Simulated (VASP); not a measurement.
Write the native input for VASP 6.6.1 that does the following.

| Quantity | Value |
| --- | --- |
| Task | electric field gradients |
| Functional | PBEsol |
| Potentials or basis | VASP PAW PBE potentials, release 64 (Cu, Au) |
| Cutoff | 520 eV |
| k mesh | 13 × 13 × 10 |
| Occupations | fermi-dirac, width 0.05 eV |
| Spin | no spin polarisation |
| Dipole correction | no |
| Further INCAR settings | ALGO = Normal; EDIFF = 1e-08; NBANDS = 18 |

The structure of CuAu lies in POSCAR:

```
CuAu
1.0
    2.8000000000      0.0000000000      0.0000000000
    0.0000000000      2.8000000000      0.0000000000
    0.0000000000      0.0000000000      3.7434000000
Cu Au
1 1
Direct
    0.5000000000      0.5000000000      0.5000000000
    0.0000000000      0.0000000000      0.0000000000
```

This cell differs from its parent crystal: zz strain of +2 %.

One way to write it, as run:

INCAR

```
SYSTEM = CuAu
PREC = Accurate
ENCUT = 520
EDIFF = 1E-8
ISMEAR = -1
SIGMA = 0.05
LREAL = .False.
LASPH = .True.
NELM = 60
ALGO = Normal
ISIF = 2
LWAVE = .False.
LCHARG = .False.
GGA = PS
LEFG = .True.
NBANDS = 18
```

KPOINTS

```
regular mesh
0
Gamma
  13 13 10
  0 0 0
```

Potentials or basis: VASP PAW PBE potentials, release 64 (Cu, Au).

The run is started by

```sh
$ cat potpaw_PBE.64/Cu/POTCAR potpaw_PBE.64/Au/POTCAR > POTCAR
$ mpirun -np 1 vasp_std > vasp.out
```

Results of the run:

```json
{
 "Pressure": "-4.9 GPa",
 "Band gap on the k mesh": "zero (bands 11 and 12 overlap by 6.31 eV)",
 "Largest electric field gradient by atom": "Cu -13.2; Au +84.3 V/Å²"
}
```

Caveat: the cell differs from its parent crystal (zz strain of +2 %); the cell stands under tension; without QUAD_EFG the Cq values of the log hold for a quadrupole moment of 1 mb, not for the nuclei; the PAW data sets were made with another functional, which shifts forces and pressure a little; spin-orbit coupling is left out, which moves the levels of the heavy elements.

Wall time 39 s on 1 thread of Intel(R) Xeon(R) Platinum 8488C (Sapphire Rapids), with other jobs on the host, peak memory 0.22 GiB.
